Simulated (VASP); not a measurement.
# Sb (P-1) in VASP: a series of runs, part 2 of 2

VASP 6.6.1. The steps go on from the part before.

## Step 4: Single point, LDA

INCAR reads:

```
SYSTEM = Sb
ALGO     = Normal         ! electronic algorithm
EDIFF    = 1E-6           ! SCF threshold, eV
ENCUT    = 520            ! plane-wave cutoff, eV
GGA      = CA             ! functional
ISIF     = 2              ! what is computed and relaxed
ISMEAR   = 0              ! smearing method
LASPH    = .True.         ! aspherical terms in the spheres
LCHARG   = .False.        ! write CHGCAR
LREAL    = .False.        ! projectors in reciprocal space
LWAVE    = .False.        ! write WAVECAR
NBANDS   = 8              ! bands
NELM     = 60             ! most SCF steps
PREC     = Accurate       ! precision mode
SIGMA    = 0.01           ! smearing width, eV
```

KPOINTS reads:

```
k-points
0
Gamma
  6 6 6
  0 0 0
```

POSCAR reads:

```
Sb
1.0
    3.1830660000     -0.0091570000     -0.0792670000
   -0.0091570000      3.1372080000     -0.0565340000
   -0.0792670000     -0.0565340000      3.1629200000
Sb
1
Direct
    0.0035030000      0.0030650000     -0.0217410000
```

Command:

```bash
cat potpaw_LDA.64/Sb/POTCAR > POTCAR
mpirun -np 1 vasp_std > vasp.out
```

It took 20 s on 1 thread of Intel Xeon 8259CL, shared host; peak memory 0.14 GiB.

Results (log left out):

```
Free energy : -4.7541 eV
Pressure    : -4.9 GPa
```

Stress tensor (GPa, compression positive):
```
-5.30  0.10  0.67
 0.10 -4.16  0.75
 0.67  0.75 -5.32
```

Levels at points of the mesh, in eV from the Fermi level:
```
           k point  band 1  band 2  band 3  band 4  band 5  band 6
(0.00, 0.00, 0.00)  -12.18    2.66    2.92    3.13    6.59    6.73
(0.50, 0.00, 0.00)  -10.05   -5.36    4.52    4.86    8.48   10.36
(0.00, 0.50, 0.00)   -9.88   -5.39    4.53    4.79    8.53   10.14
(0.50, 0.50, 0.00)   -7.65   -3.56   -3.37    2.20    6.38   11.46
(0.00, 0.00, 0.50)   -9.97   -5.38    4.43    4.86    8.43   10.24
(0.50, 0.00, 0.50)   -7.77   -3.75   -3.21    2.20    6.58   11.75
(0.00, 0.50, 0.50)   -7.58   -3.65   -3.24    2.22    6.30   11.52
(0.50, 0.50, 0.50)   -5.16   -2.00   -1.74   -1.33    4.38    4.71
```

Caveat: spin-orbit coupling is left out, which moves the levels of the heavy elements.

## Step 5: Single point, LDA

INCAR reads:

```
SYSTEM = Sb
ALGO     = Normal         ! electronic algorithm
EDIFF    = 1E-6           ! SCF threshold, eV
ENCUT    = 520            ! plane-wave cutoff, eV
ISIF     = 2              ! what is computed and relaxed
ISMEAR   = 0              ! smearing method
LASPH    = .TRUE.         ! aspherical terms in the spheres
LCHARG   = .FALSE.        ! write CHGCAR
LREAL    = .FALSE.        ! projectors in reciprocal space
LWAVE    = .FALSE.        ! write WAVECAR
NBANDS   = 8              ! bands
NELM     = 100            ! most SCF steps
PREC     = Accurate       ! precision mode
SIGMA    = 0.005          ! smearing width, eV
```

KPOINTS reads:

```
k-points
0
G
  6 6 6
  0 0 0
```

POSCAR is that of step 4.

Potentials or basis: VASP PAW LDA potentials, release 64 (Sb).

Command:

```bash
cat potpaw_LDA.64/Sb/POTCAR > POTCAR
mpirun -np 1 vasp_std > vasp.out
```

OUTCAR:

```text
SYSTEM = Sb
   EDIFF = 1E-6
   ENCUT = 520
   ISIF = 2
   ISMEAR = 0
   LASPH = .TRUE.
   LREAL = .FALSE.
   NELM = 100
   PREC = Accurate

 ion  position               nearest neighbor table
   1  0.004  0.003  0.978-

  LATTYP: Found a triclinic cell.
 ALAT       =     5.5134460608
 B/A-ratio  =     0.5775092313
 C/A-ratio  =     0.5691051786
 COS(alpha) =     0.0053442948
 COS(beta)  =     0.5516452248
 COS(gamma) =     0.6091752798

  Lattice vectors:
[... 195 lines left out ...]
      8      22.3745      0.00000
[... 243 lines left out ...]
 k-point    24 :       0.5000   -0.0000    0.1667
  band No.  band energies     occupation
      1      -3.1693      2.00000
      2       1.5063      2.00000
      3       8.2283      0.00000
      4      11.6969      0.00000
      5      13.3278      0.00000
      6      16.2097      0.00000
      7      17.6978      0.00000
      8      17.9523      0.00000

 [... further k-points ...]
[... 5 lines left out ...]
  --------------------------------------------------------------------------------------
  -------------------------------------------------------------------------------------
  Total       -1.0457199     -0.8163406     -1.0494318      0.0207584      0.1471991      0.1324681
  in kB      -53.0963511    -41.4496342    -53.2848267      1.0540044      7.4740222      6.7260565
  external PRESSURE =     -49.2769373 kB  Pullay stress =       0.0000000 kB

 VOLUME and BASIS-vectors are now :
 -----------------------------------------------------------------------------
  energy-cutoff  :      520.00
  volume of cell :       31.55
      direct lattice vectors                 reciprocal lattice vectors
     3.183066000 -0.009157000 -0.079267000     0.314362222  0.001059885  0.007897282
    -0.009157000  3.137208000 -0.056534000     0.001059885  0.318861042  0.005725881
    -0.079267000 -0.056534000  3.162920000     0.007897282  0.005725881  0.316463806

 POSITION                                       TOTAL-FORCE (eV/Angst)
 -----------------------------------------------------------------------------------
     -0.06642     -0.04572      3.09370        -0.000000     -0.000000      0.000000
 -----------------------------------------------------------------------------------
    total drift:                                0.000004      0.000003      0.000002

  FREE ENERGIE OF THE ION-ELECTRON SYSTEM (eV)
  ---------------------------------------------------
  free  energy   TOTEN  =        -4.7540951028 eV

  energy  without entropy=       -4.7540950959  energy(sigma->0) =       -4.75409510
```

OSZICAR:

```text
N       E                     dE             d eps       ncg     rms          rms(c)
DAV:   1     0.506237352154E+01    0.50624E+01   -0.16411E+03  1800   0.407E+02
DAV:   2    -0.462384205221E+01   -0.96862E+01   -0.92721E+01  2568   0.528E+01
DAV:   3    -0.475664865575E+01   -0.13281E+00   -0.13281E+00  2096   0.702E+00
DAV:   4    -0.475729374378E+01   -0.64509E-03   -0.64509E-03  2752   0.603E-01
DAV:   5    -0.475729597359E+01   -0.22298E-05   -0.22302E-05  2272   0.223E-02    0.183E+00
DAV:   6    -0.475535494814E+01    0.19410E-02   -0.44709E-04  2368   0.115E-01    0.107E+00
DAV:   7    -0.475409280749E+01    0.12621E-02   -0.10216E-03  1992   0.174E-01    0.573E-02
DAV:   8    -0.475409464517E+01   -0.18377E-05   -0.33130E-05  2368   0.345E-02    0.424E-03
DAV:   9    -0.475409510282E+01   -0.45765E-06   -0.58595E-07  2472   0.557E-03
   1 F= -.47540951E+01 E0= -.47540951E+01  d E =-.688373E-08
```

Wall time 22 s (1 thread of Intel Xeon 8259CL, shared host); peak memory 0.14 GiB.

What came out:

| Item | Value |
| --- | --- |
| Free energy | -4.7541 eV |
| Pressure | -4.9 GPa |

Caveat: spin-orbit coupling is left out, which moves the levels of the heavy elements.

## Step 6: Overview

| smearing | gap on the mesh (eV) | pressure (GPa) |
| --- | --- | --- |
| gaussian 0.05 eV | none | -4.9 |
| gaussian 0.025 eV | none | -4.9 |
| gaussian 0.01 eV | none | -4.9 |
| gaussian 0.005 eV | none | -4.9 |

Alike in all rows: task single point; level LDA; potentials or basis VASP PAW LDA potentials, release 64 (Sb); no spin polarisation; cell as given; k mesh 6 × 6 × 6; cutoff (eV) 520.

Every run on the cell as given and a fine mesh finds a metal.

Caveats: spin-orbit coupling is left out, which moves the levels of the heavy elements.

Total energies depend on the potentials used, so only differences within one code and one set of settings carry meaning.
